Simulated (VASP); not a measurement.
# WS2 in VASP: a series of runs

The runs below take WS2 through single point, with revPBE, BLYP, BLYP+D3(BJ).

Program: VASP 6.6.1. These are calculated values, not measurements. Logs are shortened: lines on timing, memory, paths and dates and some standing lists are left out, and cuts for length are marked.

**1. The cell of the first run**

The cell holds a slab with vacuum, 9 atoms: a = 3.183 Å, b = 3.183 Å, c = 28.532 Å, α = 90.00°, β = 90.00°, γ = 120.00°.

**2. Single point, revPBE**

INCAR reads:

```
SYSTEM = WS2
ALGO = Normal
EDIFF = 1E-6
ENCUT = 520
GGA = RE
ISIF = 2
ISMEAR = -1
LASPH = .TRUE.
LCHARG = .FALSE.
LREAL = .FALSE.
LWAVE = .FALSE.
NBANDS = 49
NELM = 100
PREC = Accurate
SIGMA = 0.05
```

KPOINTS reads:

```
k-points
0
G
  10 10 1
  0 0 0
```

POSCAR reads:

```
WS2
1.0
    3.1829541699      0.0000000000      0.0000000000
   -1.5914770850      2.7565191702      0.0000000000
    0.0000000000      0.0000000000     28.5322178600
W S
3 6
Direct
    0.6666666667      0.3333333333      0.4343616800
    0.6666666667      0.3333333333      0.8855337800
    0.0000000000      0.0000000000      0.6592864300
    0.6666666667      0.3333333333      0.6046252100
    0.0000000000      0.0000000000      0.3797102500
    0.0000000000      0.0000000000      0.8308482800
    0.6666666667      0.3333333333      0.7139522100
    0.0000000000      0.0000000000      0.4890304200
    0.0000000000      0.0000000000      0.9401857300
```

Potentials or basis: VASP PAW PBE potentials, release 64 (W_sv, S).

The run is started by

```
$ cat potpaw_PBE.64/W_sv/POTCAR potpaw_PBE.64/S/POTCAR > POTCAR
$ mpirun -np 1 vasp_std > vasp.out
```

OUTCAR:

```text
SYSTEM = WS2
   EDIFF = 1E-6
   ENCUT = 520
   GGA = RE
   ISIF = 2
   ISMEAR = -1
   LASPH = .TRUE.
   LREAL = .FALSE.
   NELM = 100
   PREC = Accurate

 ion  position               nearest neighbor table
   1  0.667  0.333  0.434-   5 2.41   5 2.41   5 2.41   8 2.41   8 2.41   8 2.41
   2  0.667  0.333  0.886-   9 2.41   9 2.41   9 2.41   6 2.41   6 2.41   6 2.41
   3  0.000  0.000  0.659-   4 2.41   4 2.41   4 2.41   7 2.41   7 2.41   7 2.41
   4  0.667  0.333  0.605-   3 2.41   3 2.41   3 2.41
   5  0.000  0.000  0.380-   1 2.41   1 2.41   1 2.41
   6  0.000  0.000  0.831-   2 2.41   2 2.41   2 2.41
   7  0.667  0.333  0.714-   3 2.41   3 2.41   3 2.41
   8  0.000  0.000  0.489-   1 2.41   1 2.41   1 2.41
   9  0.000  0.000  0.940-   2 2.41   2 2.41   2 2.41

  LATTYP: Found a hexagonal cell.
 ALAT       =     3.1829541699
 C/A-ratio  =     8.9640680754

  Lattice vectors:

 A1 = (   3.1829541699,   0.0000000000,   0.0000000000)
 A2 = (  -1.5914770850,   2.7565191702,   0.0000000000)
 A3 = (   0.0000000000,   0.0000000000,  28.5322178600)

Analysis of symmetry for initial positions (statically):
=====================================================================
 Subroutine PRICEL returns:
 Original cell was already a primitive cell.

 Routine SETGRP: Setting up the symmetry group for a
 hexagonal supercell.

 Subroutine GETGRP returns: Found  6 space group operations
 (whereof  6 operations were pure point group operations)
 out of a pool of 24 trial point group operations.

The static configuration has the point symmetry C_3v.

Analysis of symmetry for dynamics (positions and initial velocities):
=====================================================================
 Subroutine PRICEL returns:
 Original cell was already a primitive cell.

 Routine SETGRP: Setting up the symmetry group for a
 hexagonal supercell.

 Subroutine GETGRP returns: Found  6 space group operations
 (whereof  6 operations were pure point group operations)
 out of a pool of 24 trial point group operations.

The dynamic configuration has the point symmetry C_3v.

 Subroutine INISYM returns: Found  6 space group operations
 (whereof  6 operations are pure point group operations),
 and found     1 'primitive' translations

----------------------------------------------------------------------------------------

                                     Primitive cell

  volume of cell :     250.3381

  direct lattice vectors                    reciprocal lattice vectors
     3.182954170  0.000000000  0.000000000     0.314173547  0.181388182  0.000000000
    -1.591477085  2.756519170  0.000000000     0.000000000  0.362776363  0.000000000
     0.000000000  0.000000000 28.532217860     0.000000000  0.000000000  0.035048099

  length of vectors
     3.182954170  3.182954170 28.532217860     0.362776363  0.362776363  0.035048099

  position of ions in fractional coordinates (direct lattice)
     0.666666667  0.333333333  0.434361680
     0.666666667  0.333333333  0.885533780
     0.000000000  0.000000000  0.659286430
     0.666666667  0.333333333  0.604625210
     0.000000000  0.000000000  0.379710250
     0.000000000  0.000000000  0.830848280
     0.666666667  0.333333333  0.713952210
     0.000000000  0.000000000  0.489030420
     0.000000000  0.000000000  0.940185730

  ion indices of the primitive-cell ions
   primitive index   ion index
                 1           1
                 2           2
                 3           3
                 4           4
                 5           5
                 6           6
                 7           7
                 8           8
                 9           9

----------------------------------------------------------------------------------------

 KPOINTS: k-points

Automatic generation of k-mesh.
 Grid dimensions read from file:
 generate k-points for:   10   10    1

 Generating k-lattice:

  Cartesian coordinates                     Fractional coordinates (reciprocal lattice)
     0.031417355  0.018138818  0.000000000     0.100000000 -0.000000000  0.000000000
     0.000000000  0.036277636  0.000000000     0.000000000  0.100000000  0.000000000
     0.000000000  0.000000000  0.035048099     0.000000000  0.000000000  1.000000000

  Length of vectors
     0.036277636  0.036277636  0.035048099

  Shift w.r.t. Gamma in fractional coordinates (k-lattice)
     0.000000000  0.000000000  0.000000000

 Subroutine IBZKPT returns following result:
 ===========================================

 Found     14 irreducible k-points:

 Following reciprocal coordinates:
            Coordinates               Weight
  0.000000  0.000000  0.000000      1.000000
  0.100000  0.000000  0.000000      6.000000
  0.200000  0.000000  0.000000      6.000000
  0.300000  0.000000  0.000000      6.000000
  0.400000  0.000000  0.000000      6.000000
  0.500000  0.000000  0.000000      3.000000
  0.100000  0.100000  0.000000      6.000000
  0.200000  0.100000  0.000000     12.000000
  0.300000  0.100000  0.000000     12.000000
  0.400000  0.100000  0.000000     12.000000
  0.200000  0.200000  0.000000      6.000000
  0.300000  0.200000  0.000000     12.000000
  0.400000  0.200000  0.000000      6.000000
  0.300000  0.300000  0.000000      6.000000
   k-points           NKPTS =     14   k-points in BZ     NKDIM =     14   number of bands    NBANDS=     49
   number of dos      NEDOS =    301   number of ions     NIONS =      9
   total plane-waves  NPLWV = 124416
   dimension x,y,z NGX =    24 NGY =   24 NGZ =  216
   dimension x,y,z NGXF=    48 NGYF=   48 NGZF=  432
   ions per type =               3   6
   NGX,Y,Z   is equivalent  to a cutoff of  12.54, 12.54, 12.59 a.u.
   NGXF,Y,Z  is equivalent  to a cutoff of  25.07, 25.07, 25.17 a.u.
 SYSTEM =  WS2
   PREC   = accura    normal or accurate (medium, high low for compatibility)
   ISTART =      0    job   : 0-new  1-cont  2-samecut
   ICHARG =      2    charge: 1-file 2-atom 10-const
   ISPIN  =      1    spin polarized calculation?
   LNONCOLLINEAR =      F non collinear calculations
   LSORBIT =      F    spin-orbit coupling
   LASPH  =      T    aspherical Exc in radial PAW
   ENCUT  =  520.0 eV  38.22 Ry    6.18 a.u.   5.92  5.92 53.05*2*pi/ulx,y,z
   NELM   =    100;   NELMIN=  2; NELMDL= -5     # of ELM steps
   EDIFF  = 0.1E-05   stopping-criterion for ELM
   LREAL  =      F    real-space projection
   EDIFFG = 0.1E-04   stopping-criterion for IOM
   NSW    =      0    number of steps for IOM
   IBRION =     -1    ionic relax: 0-MD 1-quasi-New 2-CG
   NFREE  =      0    steps in history (QN), initial steepest desc. (CG)
   ISIF   =      2    stress and relaxation
   ISYM   =      2    0-nonsym 1-usesym 2-fastsym
   POTIM  = 0.5000    time-step for ionic-motion
   TEBEG  =    0.0;   TEEND  =   0.0 temperature during run
   PSTRESS=    0.0 pullay stress
   NELECT =      78.0000    total number of electrons
   NUPDOWN=      -1.0000    fix difference up-down
   EMIN   =  10.00;   EMAX   =-10.00  energy-range for DOS
   EFERMI =   0.00;   METHOD = LEGACY
   ISMEAR =    -1;   SIGMA  =   0.05  broadening in eV -4-tet -1-fermi 0-gaus
   EFERMI_NEDOS =   21; number of points for ismear=-14 and -15
   IALGO  =     38    algorithm
   IMIX   =      4    mixing-type and parameters
     AMIX     =   0.40;   BMIX     =  1.00
     AMIX_MAG =   1.60;   BMIX_MAG =  1.00
  volume/ion in A,a.u.               =      27.82       187.71
  Fermi-wavevector in a.u.,A,eV,Ry     =   1.109849  2.097311 16.759190  1.231766
  Thomas-Fermi vector in A             =   2.246394
   LORBIT       =      0    0 simple, 1 ext, 2 COOP (PROOUT), +10 PAW based schemes
   GGA     = RE    functional components
   LHFCALC =     F    Hartree Fock is set to
   AEXX    =    0.0000 exact exchange contribution
   IVDW    =     0    specifies the selected vdW correction
   LEPSILON=     F    determine dielectric tensor
   LRPA    =     F    only Hartree local field effects (RPA)
 non-spin polarized calculation
  energy-cutoff  :      520.00
  volume of cell :      250.34
 maximum number of plane-waves:      6792
 NGX is ok and might be reduce to    24
   NGX = 11   NGY = 11   NGZ =107

 number of electron      78.0000002 magnetization

 Free energy of the ion-electron system (eV)
  ---------------------------------------------------
  ext. energy  EPLUGINS =         0.00000000
  ---------------------------------------------------
  free energy    TOTEN  =       -67.83106410 eV

  energy without entropy =      -67.83106406  energy(sigma->0) =      -67.83106408

 E-fermi :   3.4916     XC(G=0):  -7.4099

 val. band max:        2.8071307098   @ k =   0.0000   0.0000   0.0000
 cond. band min:       4.3249677127   @ k =   0.2000   0.2000   0.0000
 fundamental gap:      1.5178370029
 Fermi energy:         3.4915741019

 k-point     1 :       0.0000    0.0000    0.0000
  band No.  band energies     occupation
      1     -71.6598      2.00000
      2     -71.6581      2.00000
      3     -71.6581      2.00000
      4     -35.8921      2.00000
      5     -35.8901      2.00000
      6     -35.8900      2.00000
[... 41 lines left out ...]
     48       5.4455      0.00000
     49       5.4729      0.00000

 k-point     2 :       0.1000    0.0000    0.0000
  band No.  band energies     occupation
      1     -71.6582      2.00000
      2     -71.6565      2.00000
      3     -71.6565      2.00000
      4     -35.8863      2.00000
      5     -35.8843      2.00000
      6     -35.8841      2.00000
[... 41 lines left out ...]
     48       5.3362      0.00000
     49       5.5681      0.00000

 k-point     3 :       0.2000    0.0000    0.0000
  band No.  band energies     occupation
      1     -71.6541      2.00000
      2     -71.6524      2.00000
      3     -71.6523      2.00000
      4     -35.8710      2.00000
      5     -35.8690      2.00000
      6     -35.8688      2.00000
[... 41 lines left out ...]
     48       5.5233      0.00000
     49       6.1860      0.00000

 k-point     4 :       0.3000    0.0000    0.0000
  band No.  band energies     occupation
      1     -71.6489      2.00000
      2     -71.6472      2.00000
      3     -71.6472      2.00000
      4     -35.9680      2.00000
      5     -35.9662      2.00000
      6     -35.9659      2.00000
[... 457 lines left out ...]
     48       6.2017      0.00000
     49       7.2497      0.00000

 k-point    13 :       0.4000    0.2000    0.0000
  band No.  band energies     occupation
      1     -71.6419      2.00000
      2     -71.6402      2.00000
      3     -71.6402      2.00000
      4     -36.0421      2.00000
      5     -36.0403      2.00000
      6     -36.0400      2.00000
[... 41 lines left out ...]
     48       6.3290      0.00000
     49       7.2701      0.00000

 k-point    14 :       0.3000    0.3000    0.0000
  band No.  band energies     occupation
      1     -71.6414      2.00000
      2     -71.6397      2.00000
      3     -71.6397      2.00000
      4     -36.0120      2.00000
      5     -36.0102      2.00000
      6     -36.0099      2.00000
[... 41 lines left out ...]
     48       6.3636      0.00000
     49       7.7292      0.00000

------------------------ aborting loop because EDIFF is reached ----------------------------------------

  FORCE on cell =-STRESS in cart. coord.  units (eV):
  Direction    XX          YY          ZZ          XY          YZ          ZX
  --------------------------------------------------------------------------------------
  -------------------------------------------------------------------------------------
  Total        3.3067462      3.3067462      4.6503480     -0.0000000      0.0000000      0.0000000
  in kB       21.1633548     21.1633548     29.7624791     -0.0000000      0.0000000      0.0000000
  external PRESSURE =      24.0297296 kB  Pullay stress =       0.0000000 kB

 VOLUME and BASIS-vectors are now :
 -----------------------------------------------------------------------------
  energy-cutoff  :      520.00
  volume of cell :      250.34
      direct lattice vectors                 reciprocal lattice vectors
     3.182954170  0.000000000  0.000000000     0.314173547  0.181388182  0.000000000
    -1.591477085  2.756519170  0.000000000     0.000000000  0.362776363  0.000000000
     0.000000000  0.000000000 28.532217860     0.000000000  0.000000000  0.035048099

 POSITION                                       TOTAL-FORCE (eV/Angst)
 -----------------------------------------------------------------------------------
      1.59148      0.91884     12.39330        -0.000000     -0.000000     -0.016071
      1.59148      0.91884     25.26624         0.000000     -0.000000      0.006525
      0.00000      0.00000     18.81090        -0.000000     -0.000000      0.004136
      1.59148      0.91884     17.25130         0.000000      0.000000     -0.264361
      0.00000      0.00000     10.83398        -0.000000     -0.000000     -0.394835
      0.00000      0.00000     23.70594        -0.000000     -0.000000     -0.260146
      1.59148      0.91884     20.37064        -0.000000     -0.000000      0.270316
      0.00000      0.00000     13.95312        -0.000000     -0.000000      0.260853
      0.00000      0.00000     26.82558         0.000000      0.000000      0.393583
 -----------------------------------------------------------------------------------
    total drift:                               -0.000000      0.000000     -0.000274

  FREE ENERGIE OF THE ION-ELECTRON SYSTEM (eV)
  ---------------------------------------------------
  free  energy   TOTEN  =       -67.8310640968 eV

  energy  without entropy=      -67.8310640566  energy(sigma->0) =      -67.83106408
```

Wall time 1.7 min (1 thread of Intel Xeon 6975P-C (Granite Rapids), shared host); peak memory 0.4 GiB.

What came out:

* Free energy: -67.8311 eV
* Largest force: 0.395 eV/Å
* Band gap on the k mesh: 1.52 eV, indirect (least direct gap 2.12 eV)

Forces in eV/Å, atoms in the order of the input:
```
W    0.000  0.000 -0.016
W    0.000  0.000  0.007
W    0.000  0.000  0.004
S    0.000  0.000 -0.264
S    0.000  0.000 -0.395
S    0.000  0.000 -0.260
S    0.000  0.000  0.270
S    0.000  0.000  0.261
S    0.000  0.000  0.394
```

Caveat: the PAW data sets were made with another functional, which shifts forces and pressure a little; spin-orbit coupling is left out, which moves the levels of the heavy elements.

**3. Single point, BLYP**

INCAR reads:

```
PREC = Accurate
ENCUT = 520
EDIFF = 1E-6
ISMEAR = -1
SIGMA = 0.05
LREAL = False
LASPH = True
NELM = 80
ALGO = Normal
ISIF = 2
LWAVE = False
LCHARG = False
GGA = B5
ALDAX = 1.0
AGGAX = 1.0
AGGAC = 1.0
ALDAC = 0.0
NBANDS = 49
```

KPOINTS reads:

```
regular mesh
0
Gamma
  10 10 1
```

POSCAR is that of step 2.

Potentials or basis: VASP PAW PBE potentials, release 64 (W_sv, S).

The run is started by

```
$ cat potpaw_PBE.64/W_sv/POTCAR potpaw_PBE.64/S/POTCAR > POTCAR
$ mpirun -np 1 vasp_std > vasp.out
```

It took 6 min on 1 thread of Intel Xeon 6975P-C, shared host; peak memory 0.41 GiB.

Results (log left out):

| Property | Result |
| --- | --- |
| Free energy | -62.6273 eV |
| Largest force | 0.801 eV/Å |
| Band gap on the k mesh | 1.48 eV, indirect (least direct gap 2.11 eV) |

Forces on the atoms (eV/Å):
```
W    0.000  0.000 -0.018
W    0.000  0.000  0.008
W    0.000  0.000  0.004
S    0.000  0.000 -0.671
S    0.000  0.000 -0.801
S    0.000  0.000 -0.669
S    0.000  0.000  0.680
S    0.000  0.000  0.667
S    0.000  0.000  0.799
```

Levels at points of the mesh, in eV from the valence-band top:
```
           k point  band 36  band 37  band 38  band 39  band 40  band 41  band 42  band 43
(0.00, 0.00, 0.00)    -1.92    -0.68    -0.30     0.00     2.45     2.45     2.46     2.46
(0.50, 0.00, 0.00)    -1.69    -1.31    -1.27    -1.24     2.34     2.35     2.36     2.76
```

Caveat: the PAW data sets were made with another functional, which shifts forces and pressure a little; spin-orbit coupling is left out, which moves the levels of the heavy elements.

[end of part 1 of 2]
